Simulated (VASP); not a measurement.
Write the native input for VASP 6.6.1 that does the following.

```
Task                   : relaxation of cell and atoms
Functional             : PBE
Potentials or basis    : VASP PAW PBE potentials, release 64 (K_sv, Al, O)
Cutoff                 : 600 eV
k mesh                 : 6 × 6 × 2
Occupations            : gaussian, width 0.1 eV
Spin                   : no spin polarisation
Dipole correction      : no
Further INCAR settings : ALGO = Normal; EDIFF = 1e-07; IBRION = 2; EDIFFG = -0.04; NSW = 90; ISIF = 3
```

The structure of K3AlO2 lies in POSCAR:

```
K3AlO2
1.0
    4.3253432600      0.0000000000      0.0000000000
   -2.1626716300      3.7458571400      0.0000000000
    0.0000000000      0.0000000000      8.6630266100
K Al O
3 1 2
Direct
    0.0000000000      0.0000000000      0.5000000000
    0.3333333300      0.6666666700      0.0000000000
    0.3333333300      0.6666666700      0.5000000000
    0.0000000000      0.0000000000      0.0000000000
    0.6666666700      0.3333333300      0.2376510100
    0.6666666700      0.3333333300      0.7623489900
```

The cell was generated, and may not be a known phase.

These files were run (other wordings do the same):

INCAR

```
SYSTEM = K3AlO2
ALGO = Normal ; EDIFF = 1E-7
EDIFFG = -0.04 ; ENCUT = 600
GGA = PE ; GGA_COMPAT = .False.
IBRION = 2 ; ISIF = 3
ISMEAR = 0 ; LASPH = .True.
LCHARG = .False. ; LREAL = .False.
LWAVE = .False. ; NELM = 120
NELMIN = 4 ; NSW = 90
PREC = Accurate ; SIGMA = 0.1
```

KPOINTS

```
k-points
0
Gamma
  6 6 2
  0 0 0
```

Potentials or basis: VASP PAW PBE potentials, release 64 (K_sv, Al, O).

The run is started by

```console
$ cat potpaw_PBE.64/K_sv/POTCAR potpaw_PBE.64/Al/POTCAR potpaw_PBE.64/O/POTCAR > POTCAR
$ mpirun -np 1 vasp_std > vasp.out
```

It gave:

```
Relaxed volume                        : 21.59 Å³/atom
Relaxed cell                          : a = 4.700 Å, b = 4.700 Å, c = 6.772 Å, α = 90.00°, β = 90.00°, γ = 120.00°
Space group after relaxing (to 0.1 Å) : P-6m2 (No. 187)
Energy gained by relaxing             : 540.4 meV/atom
Ionic steps                           : 11
Pressure after relaxing               : -0.1 GPa
Largest force after relaxing          : 0.019 eV/Å
Band gap on the k mesh                : 0.27 eV (least direct gap 0.45 eV)
```

Caveat: semilocal functionals underestimate gaps, and a narrow one can read as zero; a cell axis changed by over 15 % at a fixed basis, so the end point is rough.

Run time: 13 min on 1 thread of Intel Xeon 8259CL, on a shared host, peak memory 0.33 GiB.
